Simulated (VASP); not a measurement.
# AgCl (Cm) in VASP: single point with LDA

Aim: the single point of AgCl with LDA.

Program: VASP 6.6.1. These are calculated values, not measurements. Logs are shortened: lines on timing, memory, paths and dates and some standing lists are left out, and cuts for length are marked.

**1. The cell of the first run**

The structure is monoclinic, space group Cm (No. 8). Conventional cell: a = 5.355 Å, b = 5.355 Å, c = 3.786 Å, α = 90.00°, β = 135.00°, γ = 90.00°. Within 3.2 Å of Ag (site symmetry m) lie 6 Cl at 2.25 to 3.14 Å. Within 3.2 Å of Cl (site symmetry m) lie 6 Ag at 2.25 to 3.14 Å.

**2. Single point, LDA (atoms displaced along several vibrational modes)**

INCAR reads:

```
PREC = Accurate
ENCUT = 520
EDIFF = 1E-6
ISMEAR = 0
SIGMA = 0.05
LREAL = False
LASPH = True
NELM = 60
ALGO = Normal
ISIF = 2
LWAVE = False
LCHARG = True
GGA = CA
LELF = True
LVHAR = True
NBANDS = 16
```

KPOINTS reads:

```
Automatic mesh
0
Gamma
  10 10 10
```

POSCAR reads:

```
AgCl
1.0
    0.0000000000      2.6773114500      2.6773114500
    2.6773114500      0.0000000000      2.6773114500
    2.6773114500      2.6773114500      0.0000000000
Ag Cl
1 1
Direct
    0.4930461739      0.5069538261      0.5347568555
    0.0211592865     -0.0211592865     -0.1057590816
```

Potentials or basis: VASP PAW LDA potentials, release 64 (Ag, Cl).

Command:

```sh
$ cat potpaw_LDA.64/Ag/POTCAR potpaw_LDA.64/Cl/POTCAR > POTCAR
$ mpirun -np 1 vasp_std > vasp.out
```

OUTCAR:

```text
PREC = Accurate
   ENCUT = 520
   EDIFF = 1E-6
   ISMEAR = 0
   LREAL = False
   LASPH = True
   NELM = 60
   ISIF = 2
   GGA = CA

 ion  position               nearest neighbor table
   1  0.493  0.507  0.535-   2 2.25   2 2.42   2 2.73   2 2.73   2 3.01
   2  0.021  0.979  0.894-   1 2.25   1 2.42   1 2.73   1 2.73   1 3.01

  LATTYP: Found a face centered cubic cell.
 ALAT       =     5.3546229000

  Lattice vectors:

 A1 = (   0.0000000000,   2.6773114500,   2.6773114500)
 A2 = (   2.6773114500,   0.0000000000,   2.6773114500)
 A3 = (   2.6773114500,   2.6773114500,   0.0000000000)

Analysis of symmetry for initial positions (statically):
=====================================================================
 Subroutine PRICEL returns:
 Original cell was already a primitive cell.

 Routine SETGRP: Setting up the symmetry group for a
 face centered cubic supercell.

 Subroutine GETGRP returns: Found  2 space group operations
 (whereof  2 operations were pure point group operations)
 out of a pool of 48 trial point group operations.

The static configuration has the point symmetry C_1h.

Analysis of symmetry for dynamics (positions and initial velocities):
=====================================================================
 Subroutine PRICEL returns:
 Original cell was already a primitive cell.

 Routine SETGRP: Setting up the symmetry group for a
 face centered cubic supercell.

 Subroutine GETGRP returns: Found  2 space group operations
 (whereof  2 operations were pure point group operations)
 out of a pool of 48 trial point group operations.

The dynamic configuration has the point symmetry C_1h.

 Subroutine INISYM returns: Found  2 space group operations
 (whereof  2 operations are pure point group operations),
 and found     1 'primitive' translations

----------------------------------------------------------------------------------------

                                     Primitive cell

  volume of cell :      38.3819

  direct lattice vectors                    reciprocal lattice vectors
     0.000000000  2.677311450  2.677311450    -0.186754514  0.186754514  0.186754514
     2.677311450  0.000000000  2.677311450     0.186754514 -0.186754514  0.186754514
     2.677311450  2.677311450  0.000000000     0.186754514  0.186754514 -0.186754514

  length of vectors
     3.786290163  3.786290163  3.786290163     0.323468308  0.323468308  0.323468308

  position of ions in fractional coordinates (direct lattice)
     0.493046174  0.506953826  0.534756855
     0.021159287  0.978840713  0.894240918

  ion indices of the primitive-cell ions
   primitive index   ion index
                 1           1
                 2           2

----------------------------------------------------------------------------------------

 KPOINTS: Automatic mesh

Automatic generation of k-mesh.
 Grid dimensions read from file:
 generate k-points for:   10   10   10

 Generating k-lattice:

  Cartesian coordinates                     Fractional coordinates (reciprocal lattice)
    -0.018675451  0.018675451  0.018675451     0.100000000  0.000000000  0.000000000
     0.018675451 -0.018675451  0.018675451     0.000000000  0.100000000  0.000000000
     0.018675451  0.018675451 -0.018675451     0.000000000  0.000000000  0.100000000

  Length of vectors
     0.032346831  0.032346831  0.032346831

  Shift w.r.t. Gamma in fractional coordinates (k-lattice)
     0.000000000  0.000000000  0.000000000

 Subroutine IBZKPT returns following result:
 ===========================================

 Found    282 irreducible k-points:

 Following reciprocal coordinates:
            Coordinates               Weight
  0.000000  0.000000  0.000000      1.000000
  0.100000  0.000000  0.000000      4.000000
  0.000000  0.000000  0.100000      4.000000
  0.200000  0.000000  0.000000      4.000000
  0.000000  0.000000  0.200000      4.000000
  0.300000  0.000000  0.000000      4.000000
[... 16 lines left out ...]
  0.100000  0.000000  0.300000      4.000000
  0.100000  0.100000 -0.200000      4.000000
 [... further k-points ...]
   k-points           NKPTS =    282   k-points in BZ     NKDIM =    282   number of bands    NBANDS=     16
   number of dos      NEDOS =    301   number of ions     NIONS =      2
   total plane-waves  NPLWV =  21952
   dimension x,y,z NGX =    28 NGY =   28 NGZ =   28
   dimension x,y,z NGXF=    56 NGYF=   56 NGZF=   56
   ions per type =               1   1
   NGX,Y,Z   is equivalent  to a cutoff of  12.29, 12.29, 12.29 a.u.
   NGXF,Y,Z  is equivalent  to a cutoff of  24.59, 24.59, 24.59 a.u.
 SYSTEM =  unknown system
   PREC   = accura    normal or accurate (medium, high low for compatibility)
   ISTART =      0    job   : 0-new  1-cont  2-samecut
   ICHARG =      2    charge: 1-file 2-atom 10-const
   ISPIN  =      1    spin polarized calculation?
   LNONCOLLINEAR =      F non collinear calculations
   LSORBIT =      F    spin-orbit coupling
   LASPH  =      T    aspherical Exc in radial PAW
   ENCUT  =  520.0 eV  38.22 Ry    6.18 a.u.   7.04  7.04  7.04*2*pi/ulx,y,z
   NELM   =     60;   NELMIN=  2; NELMDL= -5     # of ELM steps
   EDIFF  = 0.1E-05   stopping-criterion for ELM
   LREAL  =      F    real-space projection
   EDIFFG = 0.1E-04   stopping-criterion for IOM
   NSW    =      0    number of steps for IOM
   IBRION =     -1    ionic relax: 0-MD 1-quasi-New 2-CG
   NFREE  =      0    steps in history (QN), initial steepest desc. (CG)
   ISIF   =      2    stress and relaxation
   ISYM   =      2    0-nonsym 1-usesym 2-fastsym
   POTIM  = 0.5000    time-step for ionic-motion
   TEBEG  =    0.0;   TEEND  =   0.0 temperature during run
   PSTRESS=    0.0 pullay stress
   NELECT =      18.0000    total number of electrons
   NUPDOWN=      -1.0000    fix difference up-down
   EMIN   =  10.00;   EMAX   =-10.00  energy-range for DOS
   EFERMI =   0.00;   METHOD = LEGACY
   ISMEAR =     0;   SIGMA  =   0.05  broadening in eV -4-tet -1-fermi 0-gaus
   EFERMI_NEDOS =   21; number of points for ismear=-14 and -15
   IALGO  =     38    algorithm
   IMIX   =      4    mixing-type and parameters
     AMIX     =   0.40;   BMIX     =  1.00
     AMIX_MAG =   1.60;   BMIX_MAG =  1.00
  volume/ion in A,a.u.               =      19.19       129.51
  Fermi-wavevector in a.u.,A,eV,Ry     =   1.271911  2.403564 22.010933  1.617758
  Thomas-Fermi vector in A             =   2.404818
   LORBIT       =      0    0 simple, 1 ext, 2 COOP (PROOUT), +10 PAW based schemes
   GGA     = CA    functional components
   LHFCALC =     F    Hartree Fock is set to
   AEXX    =    0.0000 exact exchange contribution
   IVDW    =     0    specifies the selected vdW correction
   LEPSILON=     F    determine dielectric tensor
   LRPA    =     F    only Hartree local field effects (RPA)
 non-spin polarized calculation
 Gauss-broadening in eV      SIGMA  =   0.05
  energy-cutoff  :      520.00
  volume of cell :       38.38
 maximum number of plane-waves:      1056
   NGX = 15   NGY = 15   NGZ = 15

 number of electron      18.0000000 magnetization

 Free energy of the ion-electron system (eV)
  ---------------------------------------------------
  ext. energy  EPLUGINS =         0.00000000
  ---------------------------------------------------
  free energy    TOTEN  =        -6.45003780 eV

  energy without entropy =       -6.45003780  energy(sigma->0) =       -6.45003780

 E-fermi :   5.5272     XC(G=0): -10.9269

 val. band max:        5.2244839565   @ k =   0.0000   0.0000   0.5000
 cond. band min:       5.8351134716   @ k =   0.0000   0.0000   0.0000
 fundamental gap:      0.6106295151
 Fermi energy:         5.5271714956

 k-point     1 :       0.0000    0.0000    0.0000
  band No.  band energies     occupation
      1     -10.9969      2.00000
      2      -0.1064      2.00000
      3       0.4252      2.00000
      4       0.8771      2.00000
      5       1.8182      2.00000
      6       1.9469      2.00000
[... 8 lines left out ...]
     15      17.5560      0.00000
     16      18.2644      0.00000

 k-point     2 :       0.1000    0.0000    0.0000
  band No.  band energies     occupation
      1     -10.9469      2.00000
      2      -0.2346      2.00000
      3       0.4302      2.00000
      4       0.8370      2.00000
      5       1.8212      2.00000
      6       1.9154      2.00000
[... 8 lines left out ...]
     15      17.5774      0.00000
     16      18.7213      0.00000

 k-point     3 :       0.0000    0.0000    0.1000
  band No.  band energies     occupation
      1     -10.9485      2.00000
      2      -0.1911      2.00000
      3       0.2759      2.00000
      4       0.8286      2.00000
      5       1.8404      2.00000
      6       1.9606      2.00000
[... 8 lines left out ...]
     15      17.4090      0.00000
     16      18.1495      0.00000

 k-point     4 :       0.2000    0.0000    0.0000
  band No.  band energies     occupation
      1     -10.8118      2.00000
      2      -0.5592      2.00000
      3       0.3464      2.00000
      4       0.7674      2.00000
      5       1.7677      2.00000
      6       1.9408      2.00000
[... 8 lines left out ...]
     15      17.2615      0.00000
     16      18.2157      0.00000

 k-point     5 :       0.0000    0.0000    0.2000
  band No.  band energies     occupation
      1     -10.8177      2.00000
      2      -0.4254      2.00000
      3      -0.0738      2.00000
      4       0.6307      2.00000
      5       1.9168      2.00000
      6       2.0238      2.00000
[... 8 lines left out ...]
     15      17.1300      0.00000
     16      18.0182      0.00000

 k-point     6 :       0.3000    0.0000    0.0000
  band No.  band energies     occupation
      1     -10.6360      2.00000
      2      -0.9632      2.00000
      3       0.1556      2.00000
      4       0.6271      2.00000
      5       1.7682      2.00000
      6       2.0659      2.00000
[... 8 lines left out ...]
     15      17.6977      0.00000
     16      18.2193      0.00000

 k-point     7 :       0.0000    0.0000    0.3000
  band No.  band energies     occupation
      1     -10.6473      2.00000
      2      -0.7942      2.00000
      3      -0.4054      2.00000
      4       0.3393      2.00000
      5       2.0435      2.00000
      6       2.1455      2.00000
[... 8 lines left out ...]
     15      17.5977      0.00000
     16      18.1103      0.00000

 k-point     8 :       0.4000    0.0000    0.0000
  band No.  band energies     occupation
      1     -10.4854      2.00000
      2      -1.2990      2.00000
      3      -0.0087      2.00000
      4       0.4389      2.00000
      5       1.9361      2.00000
      6       2.2033      2.00000
[... 8 lines left out ...]
     15      18.5202      0.00000
     16      18.7019      0.00000

 k-point     9 :       0.0000    0.0000    0.4000
  band No.  band energies     occupation
      1     -10.5014      2.00000
      2      -1.1589      2.00000
      3      -0.5975      2.00000
      4       0.1155      2.00000
      5       2.1676      2.00000
      6       2.2702      2.00000
[... 8 lines left out ...]
     15      18.2878      0.00000
     16      18.8565      0.00000
[... 172 lines left out ...]
 k-point    19 :       0.0000    0.1000    0.2000
  band No.  band energies     occupation
      1     -10.8287      2.00000
      2      -0.5891      2.00000
      3       0.2126      2.00000
      4       0.7418      2.00000
      5       1.8388      2.00000
      6       2.0464      2.00000
[... 8 lines left out ...]
     15      18.2103      0.00000
     16      18.9362      0.00000

 k-point    20 :      -0.1000    0.1000   -0.1000
  band No.  band energies     occupation
      1     -10.8275      2.00000
      2      -0.4636      2.00000
      3       0.3826      2.00000
      4       0.6920      2.00000
      5       1.8039      2.00000
      6       1.9119      2.00000
[... 8 lines left out ...]
     15      17.9766      0.00000
     16      19.3142      0.00000

 k-point    21 :       0.3000    0.1000    0.0000
  band No.  band energies     occupation
      1     -10.6748      2.00000
      2      -0.7715      2.00000
      3       0.0892      2.00000
      4       0.6302      2.00000
      5       1.7528      2.00000
      6       2.0751      2.00000
[... 8 lines left out ...]
     15      18.2308      0.00000
     16      18.4659      0.00000

 k-point    22 :       0.0000    0.3000    0.1000
  band No.  band energies     occupation
      1     -10.6654      2.00000
      2      -0.8978      2.00000
      3       0.2614      2.00000
      4       0.7190      2.00000
      5       1.8309      2.00000
      6       1.9997      2.00000
[... 8 lines left out ...]
     15      18.3225      0.00000
     16      18.9763      0.00000

 k-point    23 :       0.1000    0.0000    0.3000
  band No.  band energies     occupation
      1     -10.6777      2.00000
      2      -0.6387      2.00000
      3      -0.3629      2.00000
      4       0.4744      2.00000
      5       1.9311      2.00000
      6       2.1544      2.00000
[... 8 lines left out ...]
     15      18.2931      0.00000
     16      18.6336      0.00000

 k-point    24 :       0.1000    0.1000   -0.2000
  band No.  band energies     occupation
      1     -10.6810      2.00000
      2      -0.5776      2.00000
      3      -0.2477      2.00000
      4       0.3066      2.00000
      5       2.0217      2.00000
      6       2.0944      2.00000
[... 8 lines left out ...]
     15      18.1226      0.00000
     16      18.7759      0.00000

 [... further k-points ...]

------------------------ aborting loop because EDIFF is reached ----------------------------------------

  FORCE on cell =-STRESS in cart. coord.  units (eV):
  Direction    XX          YY          ZZ          XY          YZ          ZX
  --------------------------------------------------------------------------------------
  -------------------------------------------------------------------------------------
  Total        4.1469287      1.4296858      0.0027133     -1.2176261      0.0000000      0.0000000
  in kB      173.1053412     59.6794057      0.1132602    -50.8273945      0.0000000      0.0000000
  external PRESSURE =      77.6326690 kB  Pullay stress =       0.0000000 kB

 VOLUME and BASIS-vectors are now :
 -----------------------------------------------------------------------------
  energy-cutoff  :      520.00
  volume of cell :       38.38
      direct lattice vectors                 reciprocal lattice vectors
     0.000000000  2.677311450  2.677311450    -0.186754514  0.186754514  0.186754514
     2.677311450  0.000000000  2.677311450     0.186754514 -0.186754514  0.186754514
     2.677311450  2.677311450  0.000000000     0.186754514  0.186754514 -0.186754514

 POSITION                                       TOTAL-FORCE (eV/Angst)
 -----------------------------------------------------------------------------------
      2.78898      2.75175      2.67731        -1.696602     -0.332869      0.000000
      5.01482      2.45081      2.67731         1.696602      0.332869      0.000000
 -----------------------------------------------------------------------------------
    total drift:                                0.000507      0.000480     -0.000001

  FREE ENERGIE OF THE ION-ELECTRON SYSTEM (eV)
  ---------------------------------------------------
  free  energy   TOTEN  =        -6.4500378021 eV

  energy  without entropy=       -6.4500378021  energy(sigma->0) =       -6.45003780
```

Wall time 47 s (1 thread of Intel Xeon 6975P-C (Granite Rapids), shared host); peak memory 0.28 GiB.

What came out:

```
Free energy            : -6.4500 eV
Pressure               : 7.8 GPa
Largest force          : 1.729 eV/Å
Band gap on the k mesh : 0.61 eV (least direct gap 1.63 eV)
```

Forces in eV/Å, atoms in the order of the input:
```
Ag  -1.697 -0.333  0.000
Cl   1.697  0.333  0.000
```

Caveat: the cell differs from its parent crystal (atoms displaced along several vibrational modes); the stress differs along the axes, from 0 to 17 GPa; semilocal functionals underestimate gaps, and a narrow one can read as zero; forces of over 1 eV/Å act on the atoms, so gaps and moduli don't describe the material at rest.
